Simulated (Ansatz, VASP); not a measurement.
**CuH3 in VASP and in Ansatz**

INCAR

```
SYSTEM = CuH3
PREC = Accurate ; ENCUT = 520
EDIFF = 1E-6 ; ISMEAR = 0
SIGMA = 0.1 ; LREAL = .FALSE.
LASPH = .TRUE. ; NELM = 60
ALGO = Normal ; ISIF = 2
LWAVE = .FALSE. ; LCHARG = .TRUE.
GGA = PE ; LELF = .TRUE.
LVHAR = .TRUE. ; NBANDS = 15
```

KPOINTS

```
regular mesh
0
G
  6 6 6
  0 0 0
```

Contents of POSCAR:

```
CuH3
1.0
   -2.2298915700      2.2298915700      2.2298915700
    2.2298915700     -2.2298915700      2.2298915700
    2.2298915700      2.2298915700     -2.2298915700
Cu H
1 3
Direct
    0.0000000000      0.0000000000      0.0000000000
    0.0000000000      0.5000000000      0.5000000000
    0.5000000000      0.0000000000      0.5000000000
    0.5000000000      0.5000000000      0.0000000000
```

Input for Ansatz:

```yaml
crystal:
  lattice:
    - [-2.22989157, 2.22989157, 2.22989157]
    - [2.22989157, -2.22989157, 2.22989157]
    - [2.22989157, 2.22989157, -2.22989157]
  atoms:
    - { symbol: Cu, position: [0.0, 0.0, 0.0] }
    - { symbol: H, position: [0.0, 0.5, 0.5] }
    - { symbol: H, position: [0.5, 0.0, 0.5] }
    - { symbol: H, position: [0.5, 0.5, 0.0] }
basis:
  ecutwfc: 420
kpoints:
  mp_grid: { grid: [6, 6, 6] }
hamiltonian:
  xc: pbe
scf:
  occupations: { method: gaussian, width: 0.1 }
  lower_state_search: "off"
output:
  forces: true
  stress: true
  eigenvalues: true
```

Alike in both runs: task single point; functional PBE; k mesh 6 × 6 × 6; occupations gaussian, width 0.1 eV; no spin polarisation.

|  | VASP | Ansatz |
| --- | --- | --- |
| version | VASP 6.6.1 | Ansatz 0.2.0 |
| potentials or method | VASP PAW PBE potentials, release 64 (Cu, H), cutoff 520 eV | scalar-relativistic, plane waves, PAW |
| valence electrons in the cell | 14 | 22 |

```csv
,VASP,Ansatz,Ansatz less VASP
gap on the k mesh at the Fermi level (eV),none,none,-
pressure (GPa),-17.2,-17.3,-0.08
```

A gap of «none» marks a metal or a gap that the smearing closes. The functional is the same, so the differences come from potentials, cutoffs and numerics. VASP's potentials hold 14 valence electrons a cell and Ansatz's 22, so a difference there can come from the potentials and not from the codes.
